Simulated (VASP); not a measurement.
# Te (P3_121) in VASP: settings compared, part 3 of 3

VASP 6.6.1.

**5. Single point, PBE+D3(BJ)**

This run uses another cell than the first one, of 32.16 Å³/atom.

The input, INCAR:

```
SYSTEM = Te
PREC = Accurate
ENCUT = 520
EDIFF = 1E-6
ISMEAR = -1
SIGMA = 0.05
LREAL = .False.
LASPH = .True.
NELM = 80
ALGO = Normal
ISIF = 2
LWAVE = .False.
LCHARG = .False.
GGA = PE
IVDW = 12
NBANDS = 16
```

The input, KPOINTS:

```
regular mesh
0
Gamma
  7 7 5
  0 0 0
```

The input, POSCAR:

```
Te
1.0
    4.3223878216      0.0000000000      0.0000000000
   -2.1611939108      3.7432976585      0.0000000000
    0.0000000000      0.0000000000      5.9627936553
Te
3
Direct
    0.7157311482      0.7157311482      0.0000000000
    0.0000000000      0.2842688518      0.6666666667
    0.2842688518      0.0000000000      0.3333333333
```

Potentials or basis: VASP PAW PBE potentials, release 64 (Te).

Launch:

```console
> cat potpaw_PBE.64/Te/POTCAR > POTCAR
> mpirun -np 1 vasp_std > vasp.out
```

OUTCAR:

```text
SYSTEM = Te
   PREC = Accurate
   ENCUT = 520
   EDIFF = 1E-6
   ISMEAR = -1
   LREAL = .False.
   LASPH = .True.
   NELM = 80
   ISIF = 2
   GGA = PE
   IVDW = 12
 IVDW          = 12

 ion  position               nearest neighbor table
   1  0.716  0.716  0.000-   2 2.91   3 2.91   3 3.35   2 3.35   2 3.35   3 3.35
   2  0.000  0.284  0.667-   1 2.91   3 2.91   1 3.35   1 3.35   3 3.35   3 3.35
   3  0.284  0.000  0.333-   1 2.91   2 2.91   1 3.35   1 3.35   2 3.35   2 3.35

  LATTYP: Found a hexagonal cell.
 ALAT       =     4.3223878216
 C/A-ratio  =     1.3795138015

  Lattice vectors:

 A1 = (   4.3223878216,   0.0000000000,   0.0000000000)
 A2 = (  -2.1611939108,   3.7432976585,   0.0000000000)
 A3 = (   0.0000000000,   0.0000000000,   5.9627936553)

Analysis of symmetry for initial positions (statically):
=====================================================================
 Subroutine PRICEL returns:
 Original cell was already a primitive cell.

 Routine SETGRP: Setting up the symmetry group for a
 hexagonal supercell.

 Subroutine GETGRP returns: Found  6 space group operations
 (whereof  2 operations were pure point group operations)
 out of a pool of 24 trial point group operations.

The static configuration has the point symmetry C_2 .
[... 168 lines left out ...]
 fundamental gap:      0.4899086941
 Fermi energy:         6.7376385116

 k-point     1 :       0.0000    0.0000    0.0000
  band No.  band energies     occupation
      1      -7.2192      2.00000
      2      -3.8471      2.00000
      3      -3.8471      2.00000
      4       3.7161      2.00000
      5       4.0658      2.00000
      6       4.0658      2.00000
[... 433 lines left out ...]
      3      -2.8326      2.00000
      4       2.0259      2.00000
      5       3.1607      2.00000
      6       3.3303      2.00000
[... 8 lines left out ...]
     15      12.6019      0.00000
     16      13.3092      0.00000

 [... further k-points ...]

------------------------ aborting loop because EDIFF is reached ----------------------------------------

 Edisp (eV)   -1.36723

 E8    (eV) :    -0.6281

  FORCE on cell =-STRESS in cart. coord.  units (eV):
  Direction    XX          YY          ZZ          XY          YZ          ZX
  --------------------------------------------------------------------------------------
  -------------------------------------------------------------------------------------
  Total      -0.01862    -0.01862     0.00882     0.00000     0.00000     0.00000
  in kB      -0.30921    -0.30921     0.14655     0.00000     0.00000     0.00000
  external pressure =       -0.16 kB  Pullay stress =        0.00 kB

 VOLUME and BASIS-vectors are now :
 -----------------------------------------------------------------------------
  energy-cutoff  :      520.00
  volume of cell :       96.48
      direct lattice vectors                 reciprocal lattice vectors
     4.322387822  0.000000000  0.000000000     0.231353604  0.133572065  0.000000000
    -2.161193911  3.743297658  0.000000000     0.000000000  0.267144131  0.000000000
     0.000000000  0.000000000  5.962793655     0.000000000  0.000000000  0.167706625

 POSITION                                       TOTAL-FORCE (eV/Angst)
 -----------------------------------------------------------------------------------
      1.54683      2.67919      0.00000        -0.005730     -0.009924     -0.000000
     -0.61436      1.06410      3.97520        -0.005730      0.009924     -0.000000
      1.22872      0.00000      1.98760         0.011459      0.000000      0.000000
 -----------------------------------------------------------------------------------
    total drift:                                0.000000      0.000000      0.000000

  FREE ENERGIE OF THE ION-ELECTRON SYSTEM (eV)
  ---------------------------------------------------
  free  energy   TOTEN  =       -10.7431919286 eV

  energy  without entropy=      -10.7428822212  energy(sigma->0) =      -10.74303707
```

OSZICAR:

```text
N       E                     dE             d eps       ncg     rms          rms(c)
DAV:   1     0.731000389759E+02    0.73100E+02   -0.65538E+03  1024   0.900E+02
DAV:   2    -0.484698581541E+01   -0.77947E+02   -0.74380E+02  1392   0.136E+02
DAV:   3    -0.930700951916E+01   -0.44600E+01   -0.44419E+01  1280   0.365E+01
DAV:   4    -0.938079120147E+01   -0.73782E-01   -0.73777E-01  1480   0.547E+00
DAV:   5    -0.938248721892E+01   -0.16960E-02   -0.16960E-02  1408   0.759E-01    0.130E+01
DAV:   6    -0.937550029542E+01    0.69869E-02   -0.12226E-02  1288   0.673E-01    0.816E+00
DAV:   7    -0.937621804800E+01   -0.71775E-03   -0.25049E-02  1320   0.973E-01    0.251E-01
DAV:   8    -0.937591042391E+01    0.30762E-03   -0.42530E-03  1144   0.357E-01    0.126E-01
DAV:   9    -0.937593336613E+01   -0.22942E-04   -0.12147E-04  1576   0.705E-02    0.989E-02
DAV:  10    -0.937596215580E+01   -0.28790E-04   -0.33748E-05  1232   0.357E-02    0.242E-02
DAV:  11    -0.937595998011E+01    0.21757E-05   -0.85878E-06  1392   0.179E-02    0.984E-03
DAV:  12    -0.937596018781E+01   -0.20770E-06   -0.88073E-07   864   0.554E-03
   1 F= -.10743192E+02 E0= -.10743037E+02  d E =-.309707E-03
```

Wall time 40 s (1 thread of Intel Xeon 8259CL, shared host); peak memory 0.23 GiB.

Results:

- Free energy: -10.7432 eV
- Pressure: 0.0 GPa
- Largest force: 0.011 eV/Å
- Band gap on the k mesh: 0.49 eV (least direct gap 0.63 eV)
- Dispersion energy per atom: -0.456 eV

Forces on the atoms (eV/Å):
```
Te  -0.006 -0.010  0.000
Te  -0.006  0.010  0.000
Te   0.011  0.000  0.000
```

Caveat: semilocal functionals underestimate gaps, and a narrow one can read as zero; spin-orbit coupling is left out, which moves the levels of the heavy elements. A k mesh can miss the band edges.

**6. The runs side by side**

| level | cell | k mesh | grid for exact exchange (PRECFOCK) | share of exact exchange | screening parameter | gap on the mesh (eV) | pressure (GPa) | largest force (eV/Å) |
| --- | --- | --- | --- | --- | --- | --- | --- | --- |
| PBE-based screened hybrid with 25 % exact exchange | a = 4.454, b = 4.454, c = 5.924 Å, angles 90.0, 90.0, 120.0°, 3 atoms, atomic positions A | 4 × 4 × 3 | Normal | 0.25 | 0.3 1/Å | 1.13 | -0.4 | 0.25 |
| PBE-based screened hybrid with 25 % exact exchange | a = 4.454, b = 4.454, c = 5.924 Å, angles 90.0, 90.0, 120.0°, 3 atoms, atomic positions A | 4 × 4 × 3 | Normal | 0.25 | 0.4 1/Å | 1.04 | -0.1 | 0.17 |
| PBE-based screened hybrid with 25 % exact exchange | a = 4.454, b = 4.454, c = 5.924 Å, angles 90.0, 90.0, 120.0°, 3 atoms, atomic positions A | 4 × 4 × 3 | Normal | 0.25 | 0.6 1/Å | 0.93 | 0.3 | 0.06 |
| PBE+D3(BJ) | a = 4.322, b = 4.322, c = 5.963 Å, angles 90.0, 90.0, 120.0°, 3 atoms, atomic positions B | 7 × 7 × 5 | - | - | - | 0.49 | 0.0 | 0.01 |

Alike in all rows: task single point; potentials or basis VASP PAW PBE potentials, release 64 (Te); no spin polarisation; cutoff (eV) 520; smearing fermi-dirac 0.05 eV.

Caveats: spin-orbit coupling is left out, which moves the levels of the heavy elements; the PAW data sets were made with another functional, which shifts forces and pressure a little (at least some runs); semilocal functionals underestimate gaps, and a narrow one can read as zero (at least some runs).

Total energies depend on the potentials used, so only differences within one code and one set of settings carry meaning.
